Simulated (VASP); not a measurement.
Wanted: the native input for a VASP 6.6.1 run.

```yaml
Task: single point
Functional: PBEsol
Dispersion: D4
Potentials_or_basis: VASP PAW PBE potentials, release 64 (S, Pt)
Cutoff: 400 eV
k_mesh: 12 × 12 × 1
Occupations: gaussian, width 0.03 eV
Spin: no spin polarisation
Dipole_correction: yes
Further_INCAR_settings: ALGO = Normal; EDIFF = 1e-06; NBANDS = 18; NELMDL = -8
```

The structure of PtS2 lies in POSCAR:

```
PtS2
1.0
    3.5600000000      0.0000000000      0.0000000000
   -1.7800000000      3.0830504375      0.0000000000
    0.0000000000      0.0000000000     16.4600000000
S Pt
2 1
Direct
    0.3333330000      0.6666670000      0.4252733900
    0.6666670000      0.3333330000      0.5747266100
    0.0000000000      0.0000000000      0.5000000000
```

One way to write it, as run:

INCAR

```
PREC     = Accurate       # precision mode
ENCUT    = 400            # plane-wave cutoff, eV
EDIFF    = 1E-6           # SCF threshold, eV
ISMEAR   = 0              # smearing method
SIGMA    = 0.03           # smearing width, eV
LREAL    = False          # projectors in reciprocal space
LASPH    = True           # aspherical terms in the spheres
NELM     = 120            # most SCF steps
ALGO     = Normal         # electronic algorithm
ISIF     = 2              # what is computed and relaxed
LWAVE    = False          # write WAVECAR
LCHARG   = True           # write CHGCAR
LDIPOL   = True         
IDIPOL   = 3            
DIPOL    = 0.5 0.5 0.500
GGA      = PS             # functional
IVDW     = 13             # dispersion correction
LELF     = True           # ELF
LVHAR    = True         
LVACPOTAV= True         
NBANDS   = 18             # bands
GGA_COMPAT= False        
NELMDL   = -8
```

KPOINTS

```
Automatic mesh
0
Gamma
  12 12 1
```

Potentials or basis: VASP PAW PBE potentials, release 64 (S, Pt).

The run is started by

```console
$ cat potpaw_PBE.64/S/POTCAR potpaw_PBE.64/Pt/POTCAR > POTCAR
$ mpirun -np 1 vasp_std > vasp.out
```

It gave:

```
Largest force              : 0.401 eV/Å
Band gap on the k mesh     : 1.76 eV (least direct gap 1.91 eV)
Dispersion energy per atom : -0.147 eV
```

Caveat: the PAW data sets were made with another functional, which shifts forces and pressure a little; spin-orbit coupling is left out, which moves the levels of the heavy elements.

Wall time 26 s on 1 thread of Intel(R) Xeon(R) 6975P-C (Granite Rapids), on a shared host, peak memory 0.24 GiB.
